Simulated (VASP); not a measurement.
# Cd (P6/mmm) in VASP: single point with PBE

Aim: the single point of Cd with PBE.

Program: VASP 6.6.1. These are calculated values, not measurements. Logs are shortened: lines on timing, memory, paths and dates and some standing lists are left out, and cuts for length are marked.

## 1. The cell of the first run

It takes space group P6/mmm (No. 191, hexagonal). The conventional cell has a = 5.139 Å, b = 5.139 Å, c = 3.097 Å, α = 90.00°, β = 90.00°, γ = 120.00°. Cd (site symmetry 6/mmm) has 14 Cd at 3.10 to 3.35 Å within 4.1 Å. Within 3.9 Å of Cd (site symmetry -6m2) lie 11 Cd at 2.97 to 3.35 Å.

This isn't the form of Cd at room conditions, which is hcp.

## 2. Single point, PBE

INCAR

```
SYSTEM = Cd
PREC = Accurate
ENCUT = 520
EDIFF = 1E-6
ISMEAR = -1
SIGMA = 0.08
LREAL = .FALSE.
LASPH = .TRUE.
NELM = 60
ALGO = Normal
ISIF = 2
LWAVE = .FALSE.
LCHARG = .FALSE.
GGA = PE
NBANDS = 25
```

KPOINTS

```
regular mesh
0
G
  7 7 10
  0 0 0
```

POSCAR

```
Cd
1.0
    5.1389767794      0.0000000000      0.0000000000
   -2.5694883897      4.4504844404      0.0000000000
    0.0000000000      0.0000000000      3.0967793003
Cd
3
Direct
    0.0000000000      0.0000000000      0.0000000000
    0.3333333333      0.6666666667      0.5000000000
    0.6666666667      0.3333333333      0.5000000000
```

Potentials or basis: VASP PAW PBE potentials, release 64 (Cd).

Started as:

```console
$ cat potpaw_PBE.64/Cd/POTCAR > POTCAR
$ mpirun -np 1 vasp_std > vasp.out
```

OUTCAR:

```text
SYSTEM = Cd
   PREC = Accurate
   ENCUT = 520
   EDIFF = 1E-6
   ISMEAR = -1
   LREAL = .FALSE.
   LASPH = .TRUE.
   NELM = 60
   ISIF = 2
   GGA = PE

 ion  position               nearest neighbor table
   1  0.000  0.000  0.000-   2 3.35   3 3.35   2 3.35   3 3.35   2 3.35   2 3.35   3 3.35   3 3.35
                             3 3.35   3 3.35   2 3.35   2 3.35
   2  0.333  0.667  0.500-   3 2.97   3 2.97   3 2.97   1 3.35   1 3.35   1 3.35   1 3.35   1 3.35
                             1 3.35
   3  0.667  0.333  0.500-   2 2.97   2 2.97   2 2.97   1 3.35   1 3.35   1 3.35   1 3.35   1 3.35
                             1 3.35

  LATTYP: Found a hexagonal cell.
 ALAT       =     5.1389767794
 C/A-ratio  =     0.6026062061

  Lattice vectors:

 A1 = (   5.1389767794,   0.0000000000,   0.0000000000)
 A2 = (  -2.5694883897,   4.4504844404,   0.0000000000)
 A3 = (   0.0000000000,   0.0000000000,   3.0967793003)

Analysis of symmetry for initial positions (statically):
=====================================================================
 Subroutine PRICEL returns:
 Original cell was already a primitive cell.

 Routine SETGRP: Setting up the symmetry group for a
 hexagonal supercell.

 Subroutine GETGRP returns: Found 24 space group operations
 (whereof 24 operations were pure point group operations)
 out of a pool of 24 trial point group operations.

The static configuration has the point symmetry D_6h.

Analysis of symmetry for dynamics (positions and initial velocities):
=====================================================================
 Subroutine PRICEL returns:
 Original cell was already a primitive cell.

 Routine SETGRP: Setting up the symmetry group for a
 hexagonal supercell.

 Subroutine GETGRP returns: Found 24 space group operations
 (whereof 24 operations were pure point group operations)
 out of a pool of 24 trial point group operations.

The dynamic configuration has the point symmetry D_6h.

 Subroutine INISYM returns: Found 24 space group operations
 (whereof 24 operations are pure point group operations),
 and found     1 'primitive' translations

----------------------------------------------------------------------------------------

                                     Primitive cell

  volume of cell :      70.8262

  direct lattice vectors                    reciprocal lattice vectors
     5.138976779  0.000000000  0.000000000     0.194591266  0.112347320  0.000000000
    -2.569488390  4.450484440  0.000000000     0.000000000  0.224694640  0.000000000
     0.000000000  0.000000000  3.096779300     0.000000000  0.000000000  0.322916134

  length of vectors
     5.138976779  5.138976779  3.096779300     0.224694640  0.224694640  0.322916134

  position of ions in fractional coordinates (direct lattice)
     0.000000000  0.000000000  0.000000000
     0.333333333  0.666666667  0.500000000
     0.666666667  0.333333333  0.500000000

  ion indices of the primitive-cell ions
   primitive index   ion index
                 1           1
                 2           2
                 3           3

----------------------------------------------------------------------------------------

 KPOINTS: regular mesh

Automatic generation of k-mesh.
 Grid dimensions read from file:
 generate k-points for:    7    7   10

 Generating k-lattice:

  Cartesian coordinates                     Fractional coordinates (reciprocal lattice)
     0.027798752  0.016049617  0.000000000     0.142857143  0.000000000  0.000000000
     0.000000000  0.032099234  0.000000000     0.000000000  0.142857143  0.000000000
     0.000000000  0.000000000  0.032291613     0.000000000  0.000000000  0.100000000

  Length of vectors
     0.032099234  0.032099234  0.032291613

  Shift w.r.t. Gamma in fractional coordinates (k-lattice)
     0.000000000  0.000000000  0.000000000

 Subroutine IBZKPT returns following result:
 ===========================================

 Found     48 irreducible k-points:

 Following reciprocal coordinates:
            Coordinates               Weight
  0.000000  0.000000  0.000000      1.000000
  0.142857  0.000000  0.000000      6.000000
  0.285714  0.000000  0.000000      6.000000
  0.428571  0.000000  0.000000      6.000000
  0.142857  0.142857  0.000000      6.000000
  0.285714  0.142857  0.000000     12.000000
[... 16 lines left out ...]
  0.428571  0.142857  0.200000     12.000000
  0.285714  0.285714  0.200000     12.000000
 [... further k-points ...]
   k-points           NKPTS =     48   k-points in BZ     NKDIM =     48   number of bands    NBANDS=     25
   number of dos      NEDOS =    301   number of ions     NIONS =      3
   total plane-waves  NPLWV =  38400
   dimension x,y,z NGX =    40 NGY =   40 NGZ =   24
   dimension x,y,z NGXF=    80 NGYF=   80 NGZF=   48
   ions per type =               3
   NGX,Y,Z   is equivalent  to a cutoff of  12.94, 12.94, 12.88 a.u.
   NGXF,Y,Z  is equivalent  to a cutoff of  25.88, 25.88, 25.77 a.u.
 SYSTEM =  Cd
   PREC   = accura    normal or accurate (medium, high low for compatibility)
   ISTART =      0    job   : 0-new  1-cont  2-samecut
   ICHARG =      2    charge: 1-file 2-atom 10-const
   ISPIN  =      1    spin polarized calculation?
   LNONCOLLINEAR =      F non collinear calculations
   LSORBIT =      F    spin-orbit coupling
   LASPH  =      T    aspherical Exc in radial PAW
   ENCUT  =  520.0 eV  38.22 Ry    6.18 a.u.   9.56  9.56  5.76*2*pi/ulx,y,z
   NELM   =     60;   NELMIN=  2; NELMDL= -5     # of ELM steps
   EDIFF  = 0.1E-05   stopping-criterion for ELM
   LREAL  =      F    real-space projection
   EDIFFG = 0.1E-04   stopping-criterion for IOM
   NSW    =      0    number of steps for IOM
   IBRION =     -1    ionic relax: 0-MD 1-quasi-New 2-CG
   NFREE  =      0    steps in history (QN), initial steepest desc. (CG)
   ISIF   =      2    stress and relaxation
   ISYM   =      2    0-nonsym 1-usesym 2-fastsym
   POTIM  = 0.5000    time-step for ionic-motion
   TEBEG  =    0.0;   TEEND  =   0.0 temperature during run
   PSTRESS=    0.0 pullay stress
   NELECT =      36.0000    total number of electrons
   NUPDOWN=      -1.0000    fix difference up-down
   EMIN   =  10.00;   EMAX   =-10.00  energy-range for DOS
   EFERMI =   0.00;   METHOD = LEGACY
   ISMEAR =    -1;   SIGMA  =   0.08  broadening in eV -4-tet -1-fermi 0-gaus
   EFERMI_NEDOS =   21; number of points for ismear=-14 and -15
   IALGO  =     38    algorithm
   IMIX   =      4    mixing-type and parameters
     AMIX     =   0.40;   BMIX     =  1.00
     AMIX_MAG =   1.60;   BMIX_MAG =  1.00
  volume/ion in A,a.u.               =      23.61       159.32
  Fermi-wavevector in a.u.,A,eV,Ry     =   1.306505  2.468936 23.224522  1.706954
  Thomas-Fermi vector in A             =   2.437302
   LORBIT       =      0    0 simple, 1 ext, 2 COOP (PROOUT), +10 PAW based schemes
   GGA     = PE    functional components
   LHFCALC =     F    Hartree Fock is set to
   AEXX    =    0.0000 exact exchange contribution
   IVDW    =     0    specifies the selected vdW correction
   LEPSILON=     F    determine dielectric tensor
   LRPA    =     F    only Hartree local field effects (RPA)
 non-spin polarized calculation
  energy-cutoff  :      520.00
  volume of cell :       70.83
 maximum number of plane-waves:      1932
 NGX is ok and might be reduce to    40
   NGX = 19   NGY = 19   NGZ = 11

 number of electron      35.9999998 magnetization

 Free energy of the ion-electron system (eV)
  ---------------------------------------------------
  ext. energy  EPLUGINS =         0.00000000
  ---------------------------------------------------
  free energy    TOTEN  =        -2.07981799 eV

  energy without entropy =       -2.05842476  energy(sigma->0) =       -2.06912137

 E-fermi :   2.2945     XC(G=0): -10.5704

 val. band max:        2.2029750971   @ k =   0.1429   0.0000   0.3000
 cond. band min:       2.3629761459   @ k =   0.4286   0.0000   0.3000
 fundamental gap:      0.1600010488
 Fermi energy:         2.2945226363

 k-point     1 :       0.0000    0.0000    0.0000
  band No.  band energies     occupation
      1      -7.2438      2.00000
      2      -6.7777      2.00000
      3      -6.7504      2.00000
      4      -6.6418      2.00000
      5      -6.6418      2.00000
      6      -6.4843      2.00000
[... 17 lines left out ...]
     24      14.0309      0.00000
     25      17.3377      0.00000

 k-point     2 :       0.1429    0.0000    0.0000
  band No.  band energies     occupation
      1      -7.2153      2.00000
      2      -6.8279      2.00000
      3      -6.7889      2.00000
      4      -6.7428      2.00000
      5      -6.7258      2.00000
      6      -6.5333      2.00000
[... 17 lines left out ...]
     24      14.0946      0.00000
     25      15.6260      0.00000

 k-point     3 :       0.2857    0.0000    0.0000
  band No.  band energies     occupation
      1      -7.1407      2.00000
      2      -6.9985      2.00000
      3      -6.8523      2.00000
      4      -6.8432      2.00000
      5      -6.7777      2.00000
      6      -6.5718      2.00000
[... 17 lines left out ...]
     24      12.7969      0.00000
     25      13.1612      0.00000

 k-point     4 :       0.4286    0.0000    0.0000
  band No.  band energies     occupation
      1      -7.1164      2.00000
      2      -7.0456      2.00000
      3      -6.9319      2.00000
      4      -6.8884      2.00000
      5      -6.8048      2.00000
      6      -6.6027      2.00000
[... 17 lines left out ...]
     24      10.8864      0.00000
     25      12.0267      0.00000
[... 477 lines left out ...]
 k-point    22 :       0.2857    0.1429    0.2000
  band No.  band energies     occupation
      1      -7.0246      2.00000
      2      -6.8945      2.00000
      3      -6.8634      2.00000
      4      -6.7320      2.00000
      5      -6.6432      2.00000
      6      -6.5671      2.00000
[... 17 lines left out ...]
     24      10.5606      0.00000
     25      10.8704      0.00000

 k-point    23 :       0.4286    0.1429    0.2000
  band No.  band energies     occupation
      1      -7.0442      2.00000
      2      -6.8995      2.00000
      3      -6.8500      2.00000
      4      -6.7376      2.00000
      5      -6.6426      2.00000
      6      -6.6041      2.00000
[... 17 lines left out ...]
     24      10.1352      0.00000
     25      11.6388      0.00000

 k-point    24 :       0.2857    0.2857    0.2000
  band No.  band energies     occupation
      1      -7.0531      2.00000
      2      -6.8751      2.00000
      3      -6.8578      2.00000
      4      -6.7464      2.00000
      5      -6.6368      2.00000
      6      -6.6136      2.00000
[... 17 lines left out ...]
     24       9.1399      0.00000
     25      12.2503      0.00000

 [... further k-points ...]
[... 5 lines left out ...]
  --------------------------------------------------------------------------------------
  -------------------------------------------------------------------------------------
  Total        0.1098642      0.1098642      0.1176895      0.0000000      0.0000000      0.0000000
  in kB        2.4852639      2.4852639      2.6622820      0.0000000      0.0000000      0.0000000
  external PRESSURE =       2.5442699 kB  Pullay stress =       0.0000000 kB

 VOLUME and BASIS-vectors are now :
 -----------------------------------------------------------------------------
  energy-cutoff  :      520.00
  volume of cell :       70.83
      direct lattice vectors                 reciprocal lattice vectors
     5.138976779  0.000000000  0.000000000     0.194591266  0.112347320  0.000000000
    -2.569488390  4.450484440  0.000000000     0.000000000  0.224694640  0.000000000
     0.000000000  0.000000000  3.096779300     0.000000000  0.000000000  0.322916134

 POSITION                                       TOTAL-FORCE (eV/Angst)
 -----------------------------------------------------------------------------------
      0.00000      0.00000      0.00000        -0.000000      0.000000     -0.000000
     -0.00000      2.96699      1.54839        -0.000000      0.000000     -0.000000
      2.56949      1.48349      1.54839         0.000000     -0.000000      0.000000
 -----------------------------------------------------------------------------------
    total drift:                                0.000000     -0.000000      0.000000

  FREE ENERGIE OF THE ION-ELECTRON SYSTEM (eV)
  ---------------------------------------------------
  free  energy   TOTEN  =        -2.0798179880 eV

  energy  without entropy=       -2.0584247599  energy(sigma->0) =       -2.06912137
```

Run time: 25 s. Hardware: 1 thread of Intel Xeon 6975P-C (Granite Rapids), shared host; peak memory 0.21 GiB.

What came out:

| Property | Result |
| --- | --- |
| Free energy | -2.0798 eV |
| Pressure | 0.3 GPa |
| Band gap on the k mesh | zero (bands 18 and 19 overlap by 4.53 eV) |
